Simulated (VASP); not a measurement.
A run of VASP 6.6.1:

The input INCAR:

```
PREC = Accurate
ENCUT = 500
EDIFF = 1E-6
ISMEAR = 0
SIGMA = 0.1
LREAL = F
LASPH = T
NELM = 200
ALGO = Normal
ISIF = 2
LWAVE = F
LCHARG = F
GGA = PE
NBANDS = 33
GGA_COMPAT = F
LMAXMIX = 6
```

File KPOINTS:

```
Automatic mesh
0
Gamma
  12 12 4
```

POSCAR

```
Nd3Si2I
1.0
    4.4340003068      0.0000000000      0.0000000000
   -2.2170001534      3.8399569060      0.0000000000
    0.0000000000      0.0000000000     11.6854063399
Nd Si I
3 2 1
Direct
    0.3333333333      0.6666666667      0.2184529701
    0.0000000000      0.0000000000      0.5000000000
    0.6666666667      0.3333333333      0.7815470299
    0.3333333333      0.6666666667      0.6563119516
    0.6666666667      0.3333333333      0.3436880484
    0.0000000000      0.0000000000      0.0000000000
```

Potentials or basis: VASP PAW PBE potentials, release 64 (Nd_3, Si, I), 4f in core.

Launch:

```console
$ cat potpaw_PBE.64/Nd_3/POTCAR potpaw_PBE.64/Si/POTCAR potpaw_PBE.64/I/POTCAR > POTCAR
$ mpirun -np 1 vasp_std > vasp.out
```

Hardware: 1 thread of Intel(R) Xeon(R) Platinum 8259CL CPU @ 2.50GHz (Skylake/Cascade Lake), with other jobs on the host.

Problem. How long does it take, and how much memory?

Solution. It took 6.7 min on 1 thread of Intel(R) Xeon(R) Platinum 8259CL CPU @ 2.50GHz (Skylake/Cascade Lake), on a shared host, peak memory 0.55 GiB. Counts: scf iterations 15, k points 69.
